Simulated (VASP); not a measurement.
# Rh (Fm-3m) in VASP: a series of runs

Runs on Rh. Level: PBE. Tasks: relaxation of cell and atoms.

Everything below comes from runs of VASP 6.6.1. Logs are shortened: lines on timing, memory, paths and dates and some standing lists are left out, and cuts for length are marked.

## (1) The cell of the first run

Symmetry: Fm-3m, No. 225, cubic system. The conventional cell has a = 3.711 Å, b = 3.711 Å, c = 3.711 Å, α = 90.00°, β = 90.00°, γ = 90.00°. Within 3.5 Å of Rh (site symmetry m-3m) lie 12 Rh at 2.62 Å.

## (2) Relaxation of cell and atoms, PBE, target pressure 30 GPa, at which the enthalpy is minimised

File INCAR:

```
SYSTEM = Rh
PREC = Accurate ; ENCUT = 600
EDIFF = 1E-6 ; ISMEAR = 0
SIGMA = 0.1 ; LREAL = .FALSE.
LASPH = .TRUE. ; NELM = 60
ALGO = Normal ; ISIF = 3
LWAVE = .FALSE. ; LCHARG = .FALSE.
GGA = PE ; IBRION = 2
NSW = 70 ; EDIFFG = -0.008
PSTRESS = 300.0
```

File KPOINTS:

```
Automatic mesh
0
G
  18 18 18
  0 0 0
```

File POSCAR:

```
Rh
1.0
    0.0000000000      1.8555476037      1.8555476037
    1.8555476037      0.0000000000      1.8555476037
    1.8555476037      1.8555476037      0.0000000000
Rh
1
Direct
    0.0000000000      0.0000000000      0.0000000000
```

Potentials or basis: VASP PAW PBE potentials, release 64 (Rh_pv).

On the command line:

```console
$ cat potpaw_PBE.64/Rh_pv/POTCAR > POTCAR
$ mpirun -np 1 vasp_std > vasp.out
```

OUTCAR:

```text
SYSTEM = Rh
   PREC = Accurate
   ENCUT = 600
   EDIFF = 1E-6
   ISMEAR = 0
   LREAL = .FALSE.
   LASPH = .TRUE.
   NELM = 60
   ISIF = 3
   GGA = PE
   IBRION = 2
   NSW = 70
   EDIFFG = -0.008
   PSTRESS = 300.0

 ion  position               nearest neighbor table
   1  0.000  0.000  0.000-

  LATTYP: Found a face centered cubic cell.
 ALAT       =     3.7110952074

  Lattice vectors:

 A1 = (   0.0000000000,   1.8555476037,   1.8555476037)
 A2 = (   1.8555476037,   0.0000000000,   1.8555476037)
 A3 = (   1.8555476037,   1.8555476037,   0.0000000000)

Analysis of symmetry for initial positions (statically):
=====================================================================
 Subroutine PRICEL returns:
 Original cell was already a primitive cell.

 Routine SETGRP: Setting up the symmetry group for a
 face centered cubic supercell.

 Subroutine GETGRP returns: Found 48 space group operations
 (whereof 48 operations were pure point group operations)
 out of a pool of 48 trial point group operations.

The static configuration has the point symmetry O_h .

Analysis of symmetry for dynamics (positions and initial velocities):
=====================================================================
 Subroutine PRICEL returns:
 Original cell was already a primitive cell.

 Routine SETGRP: Setting up the symmetry group for a
 face centered cubic supercell.

 Subroutine GETGRP returns: Found 48 space group operations
 (whereof 48 operations were pure point group operations)
 out of a pool of 48 trial point group operations.

The dynamic configuration has the point symmetry O_h .

 Subroutine INISYM returns: Found 48 space group operations
 (whereof 48 operations are pure point group operations),
 and found     1 'primitive' translations

----------------------------------------------------------------------------------------

                                     Primitive cell

  volume of cell :      12.7775

  direct lattice vectors                    reciprocal lattice vectors
     0.000000000  1.855547604  1.855547604    -0.269462233  0.269462233  0.269462233
     1.855547604  0.000000000  1.855547604     0.269462233 -0.269462233  0.269462233
     1.855547604  1.855547604  0.000000000     0.269462233  0.269462233 -0.269462233

[... 95 lines left out ...]
   EFERMI =   0.00;   METHOD = LEGACY
   ISMEAR =     0;   SIGMA  =   0.10  broadening in eV -4-tet -1-fermi 0-gaus
   EFERMI_NEDOS =   21; number of points for ismear=-14 and -15
   IALGO  =     38    algorithm
   IMIX   =      4    mixing-type and parameters
     AMIX     =   0.40;   BMIX     =  1.00
     AMIX_MAG =   1.60;   BMIX_MAG =  1.00
  volume/ion in A,a.u.               =      12.78        86.23
  Fermi-wavevector in a.u.,A,eV,Ry     =   1.726990  3.263538 40.579300  2.982494
  Thomas-Fermi vector in A             =   2.802198
   LORBIT       =      0    0 simple, 1 ext, 2 COOP (PROOUT), +10 PAW based schemes
   GGA     = PE    functional components
   LHFCALC =     F    Hartree Fock is set to
   AEXX    =    0.0000 exact exchange contribution
   IVDW    =     0    specifies the selected vdW correction
   LEPSILON=     F    determine dielectric tensor
   LRPA    =     F    only Hartree local field effects (RPA)
 conjugate gradient relaxation of ions
 non-spin polarized calculation
 Gauss-broadening in eV      SIGMA  =   0.10
  energy-cutoff  :      600.00
  volume of cell :       12.78
 maximum number of plane-waves:       444
 NGX is ok and might be reduce to    24
   NGX = 11   NGY = 11   NGZ = 11

--------------------------------------- Ionic step        1  -------------------------------------------

 number of electron      14.9999998 magnetization

 Free energy of the ion-electron system (eV)
  ---------------------------------------------------
  ext. energy  EPLUGINS =         0.00000000
  ---------------------------------------------------
  free energy    TOTEN  =        -7.14904861 eV

  energy without entropy =       -7.14300340  energy(sigma->0) =       -7.14602600

------------------------ aborting loop because EDIFF is reached ----------------------------------------

  FORCE on cell =-STRESS in cart. coord.  units (eV):
  Direction    XX          YY          ZZ          XY          YZ          ZX
  --------------------------------------------------------------------------------------
  -------------------------------------------------------------------------------------
  Total        2.4696862      2.4696862      2.4696862      0.0000000      0.0000000      0.0000000
  in kB      309.6749336    309.6749336    309.6749336      0.0000000      0.0000000      0.0000000
  external PRESSURE =       9.6749336 kB  Pullay stress =     300.0000000 kB
[... 61 lines left out ...]
--------------------------------------- Ionic step        3  -------------------------------------------

 number of electron      14.9999998 magnetization

 Free energy of the ion-electron system (eV)
  ---------------------------------------------------
  ext. energy  EPLUGINS =         0.00000000
  ---------------------------------------------------
  free energy    TOTEN  =        -7.15482576 eV

  energy without entropy =       -7.14875449  energy(sigma->0) =       -7.15179012

 E-fermi :  13.2608     XC(G=0): -14.4948

 val. band max:       13.2588662743   @ k =   0.5000   0.3889   0.0556
 cond. band min:      13.2682003121   @ k =  -0.4444   0.3333   0.1667
 fundamental gap:      0.0093340378
 Fermi energy:        13.2608174299

 k-point     1 :       0.0000    0.0000    0.0000
  band No.  band energies     occupation
      1     -33.2555      2.00000
      2     -33.2555      2.00000
      3     -33.2555      2.00000
      4       4.7658      2.00000
      5       9.8161      2.00000
      6       9.8161      2.00000
      7       9.8161      2.00000
      8      12.1484      2.00000
      9      12.1484      2.00000
     10      29.1734      0.00000
     11      33.5677      0.00000
[... 309 lines left out ...]
 k-point    24 :      -0.2222    0.0556    0.0000
  band No.  band energies     occupation
      1     -33.7079      2.00000
      2     -33.3468      2.00000
      3     -33.3060      2.00000
      4       6.6591      2.00000
      5       9.4643      2.00000
      6      10.2481      2.00000
      7      10.3034      2.00000
      8      11.9193      2.00000
      9      12.6893      2.00000
     10      29.1915      0.00000
     11      31.2550      0.00000

 [... further k-points ...]

------------------------ aborting loop because EDIFF is reached ----------------------------------------

  FORCE on cell =-STRESS in cart. coord.  units (eV):
  Direction    XX          YY          ZZ          XY          YZ          ZX
  --------------------------------------------------------------------------------------
  -------------------------------------------------------------------------------------
  Total        2.3993631      2.3993631      2.3993631      0.0000000     -0.0000000      0.0000000
  in kB      300.1436951    300.1436951    300.1436951      0.0000000     -0.0000000      0.0000000
  external PRESSURE =       0.1436951 kB  Pullay stress =     300.0000000 kB
[... 20 lines left out ...]
  energy  without entropy=       -7.1487544887  energy(sigma->0) =       -7.15179012

  enthalpy is  TOTEN    =        -4.7566114108 eV   P V=        2.3982143479

 reached required accuracy - stopping structural energy minimisation
```

OSZICAR:

```text
N       E                     dE             d eps       ncg     rms          rms(c)
DAV:   1     0.124195155530E+03    0.12420E+03   -0.10132E+04  4301   0.164E+03
DAV:   2    -0.606375661422E+01   -0.13026E+03   -0.12501E+03  4368   0.414E+02
DAV:   3    -0.762255146059E+01   -0.15588E+01   -0.15525E+01  4974   0.512E+01
[... 20 lines left out ...]
DAV:   2    -0.715501850766E+01    0.22065E-01   -0.49997E-02  4449   0.348E+00    0.190E-01
DAV:   3    -0.715474082993E+01    0.27768E-03   -0.99436E-04  4701   0.448E-01    0.102E-01
DAV:   4    -0.715482974477E+01   -0.88915E-04   -0.17440E-04  4593   0.196E-01    0.768E-03
DAV:   5    -0.715482855849E+01    0.11863E-05   -0.28372E-06  4736   0.249E-02    0.489E-03
DAV:   6    -0.715482562942E+01    0.29291E-05   -0.28209E-07  2445   0.847E-03    0.415E-04
DAV:   7    -0.715482575876E+01   -0.12934E-06   -0.16014E-08  2220   0.201E-03
   3 F= -.47566114E+01 E0= -.47535758E+01  d E =-.904757E-04
```

Run time: 80 s. Hardware: 1 thread of AMD EPYC 7R13, shared host; peak memory 0.14 GiB.

Results:

```
Free energy                                                : -7.1548 eV
Relaxed volume                                             : 12.81 Å³/atom
Relaxed cell                                               : a = 2.626 Å, b = 2.626 Å, c = 2.626 Å, α = 60.00°, β = 60.00°, γ = 60.00°
Space group after relaxing (to 0.1 Å)                      : Fm-3m (No. 225)
Energy change on relaxing (the run minimises the enthalpy) : -5.8 meV/atom
Ionic steps                                                : 3
Pressure after relaxing                                    : 30.0 GPa
Band gap on the k mesh                                     : zero (an odd number of electrons rules out a gap without spin polarisation)
```

The path:
```
step  energy change (eV)  largest force (eV/Å)  pressure (GPa)  volume (Å³)
   1              0.0000                0.0000           30.97        12.78
   2             -0.0257                0.0000           26.53        12.92
   3             -0.0058                0.0000           30.01        12.81
```

Final structure:
```yaml
crystal:
  lattice:
    - [0.00000, 1.85702, 1.85702]
    - [1.85702, 0.00000, 1.85702]
    - [1.85702, 1.85702, 0.00000]
  atoms:
    - { symbol: Rh, position: [0.00000, 0.00000, 0.00000] }
```

Levels at points of the mesh, in eV from the Fermi level:
```tsv
k point	band 4	band 5	band 6	band 7	band 8	band 9	band 10	band 11
(0.00, 0.00, 0.00)	-8.50	-3.44	-3.44	-3.44	-1.11	-1.11	15.91	20.31
(0.50, 0.00, 0.00)	-6.74	-3.54	-3.54	0.64	0.64	0.66	9.40	15.45
(0.50, 0.50, 0.00)	-7.03	-6.63	0.61	1.11	1.11	3.36	13.21	13.74
```

Caveat: the cell is relaxed towards a set pressure, so the run minimises the enthalpy, not the energy.

## (3) Relaxation of cell and atoms, PBE, target pressure 15 GPa, at which the enthalpy is minimised

This run uses another cell than the first one, of 13.33 Å³/atom.

File INCAR:

```
SYSTEM = Rh
  ALGO = Normal
  EDIFF = 1E-6
  EDIFFG = -0.008
  ENCUT = 600
  GGA = PE
  IBRION = 2
  ISIF = 3
  ISMEAR = 0
  LASPH = .TRUE.
  LCHARG = .FALSE.
  LREAL = .FALSE.
  LWAVE = .FALSE.
  NELM = 100
  NSW = 70
  PREC = Accurate
  PSTRESS = 150.0
  SIGMA = 0.1
```

File KPOINTS:

```
k-points
0
G
  18 18 18
  0 0 0
```

File POSCAR:

```
Rh
1.0
    0.0000000000      1.8819103799      1.8819103799
    1.8819103799      0.0000000000      1.8819103799
    1.8819103799      1.8819103799      0.0000000000
Rh
1
Direct
    0.0000000000      0.0000000000      0.0000000000
```

Potentials or basis: VASP PAW PBE potentials, release 64 (Rh_pv).

On the command line:

```console
$ cat potpaw_PBE.64/Rh_pv/POTCAR > POTCAR
$ mpirun -np 1 vasp_std > vasp.out
```

It took 62 s on 1 thread of AMD EPYC 7R13, shared host; peak memory 0.14 GiB.

It converged, with:

```yaml
Free_energy: -7.2298 eV
Relaxed_volume: 13.34 Å³/atom
Relaxed_cell: a = 2.662 Å, b = 2.662 Å, c = 2.662 Å, α = 60.00°, β = 60.00°, γ = 60.00°
Space_group_after_relaxing_to_0.1_Å: Fm-3m (No. 225)
Energy_change_on_relaxing_the_run_minimises_the_enthalpy: -1.1 meV/atom
Ionic_steps: 3
Pressure_after_relaxing: 15.0 GPa
Band_gap_on_the_k_mesh: zero (an odd number of electrons rules out a gap without spin polarisation)
```

The path:
```tsv
step	energy change (eV)	largest force (eV/Å)	pressure (GPa)	volume (Å³)
1	0.0000	0.0000	15.30	13.33
2	-0.0044	0.0000	14.12	13.38
3	-0.0011	0.0000	14.99	13.34
```

Final structure:
```cif
data_structure
_symmetry_space_group_name_H-M 'P 1'
_symmetry_Int_Tables_number 1
_cell_length_a 2.6622
_cell_length_b 2.6622
_cell_length_c 2.6622
_cell_angle_alpha 60.000
_cell_angle_beta 60.000
_cell_angle_gamma 60.000
_cell_volume 13.34
loop_
_atom_site_label
_atom_site_type_symbol
_atom_site_fract_x
_atom_site_fract_y
_atom_site_fract_z
_atom_site_occupancy
Rh1 Rh 0.00000 0.00000 0.00000 1
```

Levels at points of the mesh, in eV from the Fermi level:
```tsv
k point	band 3	band 4	band 5	band 6	band 7	band 8	band 9	band 10	band 11
(0.00, 0.00, 0.00)	-46.44	-8.19	-3.23	-3.23	-3.23	-1.05	-1.05	15.97	20.43
(0.50, 0.00, 0.00)	-46.55	-6.38	-3.32	-3.32	0.59	0.59	0.70	8.95	15.48
(0.50, 0.50, 0.00)	-46.74	-6.61	-6.23	0.56	1.03	1.03	3.30	12.66	13.50
```

Caveat: the cell is relaxed towards a set pressure, so the run minimises the enthalpy, not the energy.

## (4) Relaxation of cell and atoms, PBE, target pressure 3 GPa, at which the enthalpy is minimised

This run uses another cell than the first one, of 13.65 Å³/atom.

File INCAR:

```
PREC     = Accurate       # precision mode
ENCUT    = 600            # plane-wave cutoff, eV
EDIFF    = 1E-6           # SCF threshold, eV
ISMEAR   = 0              # smearing method
SIGMA    = 0.1            # smearing width, eV
LREAL    = F              # projectors in reciprocal space
LASPH    = T              # aspherical terms in the spheres
NELM     = 60             # most SCF steps
ALGO     = Normal         # electronic algorithm
ISIF     = 3              # what is computed and relaxed
LWAVE    = F              # write WAVECAR
LCHARG   = F              # write CHGCAR
GGA      = PE             # functional
IBRION   = 2              # ionic algorithm
NSW      = 70             # ionic steps
EDIFFG   = -0.008         # ionic threshold
PSTRESS  = 30.0
```

File KPOINTS:

```
Automatic mesh
0
Gamma
  18 18 18
```

File POSCAR:

```
Rh
1.0
    0.0000000000      1.8969867002      1.8969867002
    1.8969867002      0.0000000000      1.8969867002
    1.8969867002      1.8969867002      0.0000000000
Rh
1
Direct
    0.0000000000      0.0000000000      0.0000000000
```

On the command line:

```console
$ cat potpaw_PBE.64/Rh_pv/POTCAR > POTCAR
$ mpirun -np 1 vasp_std > vasp.out
```

Run time: 69 s. Hardware: 1 thread of AMD EPYC 7R13, shared host; peak memory 0.14 GiB.

The run converged. Its results:

- Free energy: -7.2599 eV
- Relaxed volume: 13.88 Å³/atom
- Relaxed cell: a = 2.698 Å, b = 2.698 Å, c = 2.698 Å, α = 60.00°, β = 60.00°, γ = 60.00°
- Space group after relaxing (to 0.1 Å): Fm-3m (No. 225)
- Energy change on relaxing (the run minimises the enthalpy): -7.7 meV/atom
- Ionic steps: 3
- Pressure after relaxing: 3.0 GPa
- Band gap on the k mesh: zero (an odd number of electrons rules out a gap without spin polarisation)

Step by step:
```csv
step,energy change (eV),largest force (eV/Å),pressure (GPa),volume (Å³)
1,0.0000,0.0000,7.74,13.65
2,0.0008,0.0000,-7.18,14.47
3,-0.0077,0.0000,2.97,13.88
```

Final structure:
```xyz
1
Lattice="0.0000 1.9077 1.9077 1.9077 0.0000 1.9077 1.9077 1.9077 0.0000" Properties=species:S:1:pos:R:3 pbc="T T T"
Rh    0.0000    0.0000    0.0000
```

Levels at points of the mesh, in eV from the Fermi level:
| k point | band 5 | band 6 | band 7 | band 8 | band 9 | band 10 |
| --- | --- | --- | --- | --- | --- | --- |
| (0.00, 0.00, 0.00) | -3.04 | -3.04 | -3.04 | -0.98 | -0.98 | 16.00 |
| (0.50, 0.00, 0.00) | -3.11 | -3.11 | 0.55 | 0.55 | 0.74 | 8.54 |
| (0.50, 0.50, 0.00) | -5.86 | 0.52 | 0.96 | 0.96 | 3.25 | 12.14 |

Caveat: the cell is relaxed towards a set pressure, so the run minimises the enthalpy, not the energy.

## (5) Overview

```tsv
cell	gap on the mesh (eV)	pressure (GPa)
relaxed to 30 GPa from a = 2.624 Å, angles 60.0°, 1 atom	none	30.0
relaxed to 15 GPa from a = 2.661 Å, angles 60.0°, 1 atom	none	15.0
relaxed to 3 GPa from a = 2.683 Å, angles 60.0°, 1 atom	none	3.0
```

Alike in all rows: task relaxation of cell and atoms; level PBE; potentials or basis VASP PAW PBE potentials, release 64 (Rh_pv); no spin polarisation; k mesh 18 × 18 × 18; cutoff (eV) 600; smearing gaussian 0.1 eV.

Caveats: the cell is relaxed towards a set pressure, so the run minimises the enthalpy, not the energy.

Absolute energies hang on the potentials; compare differences alone.
